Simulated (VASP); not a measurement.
Set up this calculation in VASP 6.6.1, as the native input.

```yaml
Task: relaxation of cell and atoms
Functional: PBE
Potentials_or_basis: VASP PAW PBE potentials, release 64 (W_sv)
Cutoff: 600 eV
k_mesh: 16 × 16 × 16
Occupations: fermi-dirac, width 0.1 eV
Spin: no spin polarisation
Dipole_correction: no
Further_INCAR_settings: ALGO = Normal; EDIFF = 1e-06; IBRION = 2; EDIFFG = -0.005; NSW = 60; ISIF = 3
```

The structure of W lies in POSCAR:

```
W
1.0
    2.5931079797      0.0000000000      0.0000000000
    0.0000000000      2.5931079797      0.0000000000
    0.0000000000      0.0000000000      2.5931079797
W
1
Direct
    0.0000000000      0.0000000000      0.0000000000
```

The input as run:

INCAR

```
SYSTEM = W
PREC     = Accurate       ! precision mode
ENCUT    = 600            ! plane-wave cutoff, eV
EDIFF    = 1E-6           ! SCF threshold, eV
ISMEAR   = -1             ! smearing method
SIGMA    = 0.1            ! smearing width, eV
LREAL    = .False.        ! projectors in reciprocal space
LASPH    = .True.         ! aspherical terms in the spheres
NELM     = 60             ! most SCF steps
ALGO     = Normal         ! electronic algorithm
ISIF     = 3              ! what is computed and relaxed
LWAVE    = .False.        ! write WAVECAR
LCHARG   = .False.        ! write CHGCAR
GGA      = PE             ! functional
IBRION   = 2              ! ionic algorithm
NSW      = 60             ! ionic steps
EDIFFG   = -0.005         ! ionic threshold
```

KPOINTS

```
regular mesh
0
Gamma
  16 16 16
  0 0 0
```

Potentials or basis: VASP PAW PBE potentials, release 64 (W_sv).

Launch:

```sh
$ cat potpaw_PBE.64/W_sv/POTCAR > POTCAR
$ mpirun -np 1 vasp_std > vasp.out
```

It gave:

```yaml
Relaxed_volume: 18.40 Å³/atom
Relaxed_cell: a = 2.640 Å, b = 2.640 Å, c = 2.640 Å, α = 90.00°, β = 90.00°, γ = 90.00°
Space_group_after_relaxing_to_0.05_Å: Pm-3m (No. 221)
Energy_gained_by_relaxing: 37.6 meV/atom
Ionic_steps: 4
Pressure_after_relaxing: 0.0 GPa
Band_gap_on_the_k_mesh: zero (band 7 reaches 11.18 eV, above the bottom of band 8 at 8.29 eV)
```

Caveat: spin-orbit coupling is left out, which moves the levels of the heavy elements.

Run time: 43 s on 1 thread of Intel Xeon 6975P-C, with other jobs on the host, peak memory 0.18 GiB.
